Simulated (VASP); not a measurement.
# MnO (Cmc2_1) in VASP: a series of runs, part 2 of 2

VASP 6.6.1. The steps go on from the part before.

## 3. Single point, PBEsol, collinear spin, ferromagnetic start (13.36 Å³/atom)

This run uses another cell than the first one, of 13.36 Å³/atom.

INCAR

```
SYSTEM = MnO
PREC = Accurate
ENCUT = 520
EDIFF = 1E-6
ISMEAR = -1
SIGMA = 0.05
LREAL = .FALSE.
LASPH = .TRUE.
NELM = 150
ALGO = Normal
ISIF = 2
LWAVE = .FALSE.
LCHARG = .FALSE.
ISPIN = 2
MAGMOM = 4 4 0 0
LORBIT = 11
LMAXMIX = 4
GGA = PS
NBANDS = 31
```

KPOINTS

```
regular mesh
0
G
  9 9 5
  0 0 0
```

POSCAR

```
MnO
1.0
    1.7105380103     -2.8935035316      0.0000000000
    1.7105380103      2.8935035316      0.0000000000
    0.0000000000      0.0000000000      5.3991889950
Mn O
2 2
Direct
    0.8250481200      0.1749518800      0.9976535200
    0.1749518800      0.8250481200      0.4976535200
    0.8376626400      0.1623373600      0.6159161550
    0.1623373600      0.8376626400      0.1159161550
```

Potentials or basis: VASP PAW PBE potentials, release 64 (Mn_pv, O).

Started as:

```bash
$ cat potpaw_PBE.64/Mn_pv/POTCAR potpaw_PBE.64/O/POTCAR > POTCAR
$ mpirun -np 1 vasp_std > vasp.out
```

OUTCAR:

```text
SYSTEM = MnO
   PREC = Accurate
   ENCUT = 520
   EDIFF = 1E-6
   ISMEAR = -1
   LREAL = .FALSE.
   LASPH = .TRUE.
   NELM = 150
   ISIF = 2
   ISPIN = 2
   LORBIT = 11
   GGA = PS

 ion  position               nearest neighbor table
   1  0.825  0.175  0.998-   4 2.05   4 2.05   4 2.05   3 2.06
   2  0.175  0.825  0.498-   3 2.05   3 2.05   3 2.05   4 2.06
   3  0.838  0.162  0.616-   2 2.05   2 2.05   2 2.05   1 2.06
   4  0.162  0.838  0.116-   1 2.05   1 2.05   1 2.05   2 2.06

  LATTYP: Found a base centered orthorhombic cell.
 ALAT       =     3.4210760206
 B/A-ratio  =     1.6915751151
 C/A-ratio  =     1.5782136855

  Lattice vectors:

 A1 = (   1.7105380103,  -2.8935035316,   0.0000000000)
 A2 = (   1.7105380103,   2.8935035316,   0.0000000000)
 A3 = (   0.0000000000,   0.0000000000,   5.3991889950)

Analysis of symmetry for initial positions (statically):
=====================================================================
 Subroutine PRICEL returns:
 Original cell was already a primitive cell.

 Routine SETGRP: Setting up the symmetry group for a
 base centered orthorhombic supercell.

 Subroutine GETGRP returns: Found  4 space group operations
 (whereof  2 operations were pure point group operations)
 out of a pool of  8 trial point group operations.

The static configuration has the point symmetry C_1h.
 The point group associated with its full space group is C_2v.

Analysis of symmetry for dynamics (positions and initial velocities):
=====================================================================
 Subroutine PRICEL returns:
 Original cell was already a primitive cell.

 Routine SETGRP: Setting up the symmetry group for a
 base centered orthorhombic supercell.

 Subroutine GETGRP returns: Found  4 space group operations
 (whereof  2 operations were pure point group operations)
 out of a pool of  8 trial point group operations.

The dynamic configuration has the point symmetry C_1h.
 The point group associated with its full space group is C_2v.

Analysis of structural, dynamic, and magnetic symmetry:
=====================================================================
 Subroutine PRICEL returns:
 Original cell was already a primitive cell.

 Routine SETGRP: Setting up the symmetry group for a
 base centered orthorhombic supercell.

 Subroutine GETGRP returns: Found  4 space group operations
 (whereof  2 operations were pure point group operations)
 out of a pool of  8 trial point group operations.

The overall configuration has the point symmetry C_1h.
 The point group associated with its full space group is C_2v.

 Subroutine INISYM returns: Found  4 space group operations
 (whereof  2 operations are pure point group operations),
 and found     1 'primitive' translations

----------------------------------------------------------------------------------------

                                     Primitive cell

  volume of cell :      53.4460

  direct lattice vectors                    reciprocal lattice vectors
     1.710538010 -2.893503532  0.000000000     0.292305694 -0.172800895  0.000000000
     1.710538010  2.893503532  0.000000000     0.292305694  0.172800895  0.000000000
     0.000000000  0.000000000  5.399188995     0.000000000  0.000000000  0.185213002

  length of vectors
     3.361294836  3.361294836  5.399188995     0.339562613  0.339562613  0.185213002

  position of ions in fractional coordinates (direct lattice)
     0.825048120  0.174951880  0.997653520
     0.174951880  0.825048120  0.497653520
[... 80 lines left out ...]
   NELM   =    150;   NELMIN=  2; NELMDL= -5     # of ELM steps
   EDIFF  = 0.1E-05   stopping-criterion for ELM
   LREAL  =      F    real-space projection
   EDIFFG = 0.1E-04   stopping-criterion for IOM
   NSW    =      0    number of steps for IOM
   IBRION =     -1    ionic relax: 0-MD 1-quasi-New 2-CG
   NFREE  =      0    steps in history (QN), initial steepest desc. (CG)
   ISIF   =      2    stress and relaxation
   ISYM   =      2    0-nonsym 1-usesym 2-fastsym
   POTIM  = 0.5000    time-step for ionic-motion
   TEBEG  =    0.0;   TEEND  =   0.0 temperature during run
   PSTRESS=    0.0 pullay stress
   NELECT =      38.0000    total number of electrons
   NUPDOWN=      -1.0000    fix difference up-down
   EMIN   =  10.00;   EMAX   =-10.00  energy-range for DOS
   EFERMI =   0.00;   METHOD = LEGACY
   ISMEAR =    -1;   SIGMA  =   0.05  broadening in eV -4-tet -1-fermi 0-gaus
   EFERMI_NEDOS =   21; number of points for ismear=-14 and -15
   IALGO  =     38    algorithm
   IMIX   =      4    mixing-type and parameters
     AMIX     =   0.40;   BMIX     =  1.00
     AMIX_MAG =   1.60;   BMIX_MAG =  1.00
  volume/ion in A,a.u.               =      13.36        90.17
  Fermi-wavevector in a.u.,A,eV,Ry     =   1.461159  2.761191 29.048260  2.134987
  Thomas-Fermi vector in A             =   2.577524
   LORBIT       =     11    0 simple, 1 ext, 2 COOP (PROOUT), +10 PAW based schemes
   GGA     = PS    functional components
   LHFCALC =     F    Hartree Fock is set to
   AEXX    =    0.0000 exact exchange contribution
   IVDW    =     0    specifies the selected vdW correction
   LEPSILON=     F    determine dielectric tensor
   LRPA    =     F    only Hartree local field effects (RPA)
 spin polarized calculation
  energy-cutoff  :      520.00
  volume of cell :       53.45
 maximum number of plane-waves:      1457
 NGX is ok and might be reduce to    28
   NGX = 13   NGY = 13   NGZ = 21

 number of electron      38.0000009 magnetization      10.0286149

 number of electron      38.0000009 magnetization       9.9887245

 Free energy of the ion-electron system (eV)
  ---------------------------------------------------
  ext. energy  EPLUGINS =         0.00000000
  ---------------------------------------------------
  free energy    TOTEN  =       -34.31668852 eV

  energy without entropy =      -34.31289157  energy(sigma->0) =      -34.31479005

 E-fermi :   5.6448     XC(G=0): -10.7850

 val. band max:        5.6396118519   @ k =   0.1111  -0.0000   0.0000
 cond. band min:       5.6500758608   @ k =   0.0000   0.0000   0.2000
 fundamental gap:      0.0104640089
 Fermi energy:         5.6447705706

 spin component 1

 k-point     1 :       0.0000    0.0000    0.0000
  band No.  band energies     occupation
      1     -44.8106      1.00000
      2     -44.7848      1.00000
      3     -44.7778      1.00000
      4     -44.7737      1.00000
      5     -44.7736      1.00000
      6     -44.7671      1.00000
[... 805 lines left out ...]
     30      15.1042      0.00000
     31      16.2065      0.00000

 [... further k-points ...]

 spin component 2

 k-point     1 :       0.0000    0.0000    0.0000
  band No.  band energies     occupation
      1     -40.1438      1.00000
      2     -40.1106      1.00000
      3     -40.1028      1.00000
      4     -40.0997      1.00000
      5     -40.0963      1.00000
      6     -40.0912      1.00000
[... 805 lines left out ...]
     30      16.2830      0.00000
     31      18.0115      0.00000

 [... further k-points ...]
[... 5 lines left out ...]
  --------------------------------------------------------------------------------------
  -------------------------------------------------------------------------------------
  Total       -0.3304753     -0.0363799     -0.2897098      0.0000000      0.0000000      0.0000000
  in kB       -9.9068204     -1.0905793     -8.6847750      0.0000000      0.0000000      0.0000000
  external PRESSURE =      -6.5607249 kB  Pullay stress =       0.0000000 kB

 VOLUME and BASIS-vectors are now :
 -----------------------------------------------------------------------------
  energy-cutoff  :      520.00
  volume of cell :       53.45
      direct lattice vectors                 reciprocal lattice vectors
     1.710538010 -2.893503532  0.000000000     0.292305694 -0.172800895  0.000000000
     1.710538010  2.893503532  0.000000000     0.292305694  0.172800895  0.000000000
     0.000000000  0.000000000  5.399188995     0.000000000  0.000000000  0.185213002

 POSITION                                       TOTAL-FORCE (eV/Angst)
 -----------------------------------------------------------------------------------
      1.71054     -1.88106      5.38652         0.000000     -0.021840      0.036544
      1.71054      1.88106      2.68693         0.000000      0.021840      0.036544
      1.71054     -1.95406      3.32545         0.000000      0.043060     -0.036544
      1.71054      1.95406      0.62585         0.000000     -0.043060     -0.036544
 -----------------------------------------------------------------------------------
    total drift:                               -0.000000      0.000000      0.003268

  FREE ENERGIE OF THE ION-ELECTRON SYSTEM (eV)
  ---------------------------------------------------
  free  energy   TOTEN  =       -34.3166885243 eV

  energy  without entropy=      -34.3128915670  energy(sigma->0) =      -34.31479005

 total charge

# of ion       s       p       d       tot
------------------------------------------
    1        0.240   6.228   4.946  11.414
    2        0.240   6.228   4.946  11.414
    3        1.550   3.435   0.000   4.986
    4        1.550   3.435   0.000   4.986
--------------------------------------------------
tot          3.581  19.326   9.892  32.799

 magnetization (x)

# of ion       s       p       d       tot
------------------------------------------
    1        0.037   0.061   4.310   4.408
    2        0.037   0.061   4.310   4.408
    3        0.019   0.177   0.000   0.196
    4        0.019   0.177   0.000   0.196
--------------------------------------------------
tot          0.112   0.477   8.620   9.209
```

stdout:

```text
POSCAR found type information on POSCAR MnO
 POSCAR found :  2 types and       4 ions
 scaLAPACK will be used
 -----------------------------------------------------------------------------
|                                                                             |
|                                                                             |
|     You enforced a specific xc type in the INCAR file but a different       |
|     I HOPE YOU KNOW WHAT YOU ARE DOING!                                     |
|                                                                             |
 -----------------------------------------------------------------------------

 LDA part: xc-table for (Slater+PW92), standard interpolation
 POSCAR, INCAR and KPOINTS ok, starting setup
 FFT: planning ... GRIDC
 FFT: planning ... GRID_SOFT
 FFT: planning ... GRID
 WAVECAR not read
 entering main loop
```

Wall time 3.1 min (1 thread of Intel Xeon Platinum 8488C (Sapphire Rapids), shared host); peak memory 0.31 GiB.

Results:

```
Free energy                                           : -34.3167 eV
Pressure                                              : -0.7 GPa
Largest force                                         : 0.056 eV/Å
Band gap on the k mesh                                : zero (filled and empty bands overlap)
Net moment                                            : 9.99 μB per cell
Site moments                                          : Mn +4.41; O +0.20 μB
Valence electrons inside the program's atomic spheres : Mn 11.41; O 4.99
```

Forces on the atoms (eV/Å):
```
Mn   0.000 -0.022  0.037
Mn   0.000  0.022  0.037
O    0.000  0.043 -0.037
O    0.000 -0.043 -0.037
```

Stress tensor (GPa, compression positive):
```
-0.99  0.00  0.00
 0.00 -0.11  0.00
 0.00  0.00 -0.87
```

Caveat: the PAW data sets were made with another functional, which shifts forces and pressure a little; semilocal functionals often make such compounds metallic where correlation or magnetic order opens a gap, which also shifts bond lengths; the run started ferromagnetic, and an antiferromagnetic order may lie lower in energy. With open d or f shells a metallic result of PBEsol can be an artefact of self-interaction; +U or a hybrid may open a gap.

The gap in the log of VASP goes by the Fermi energy; the results here count the filled bands.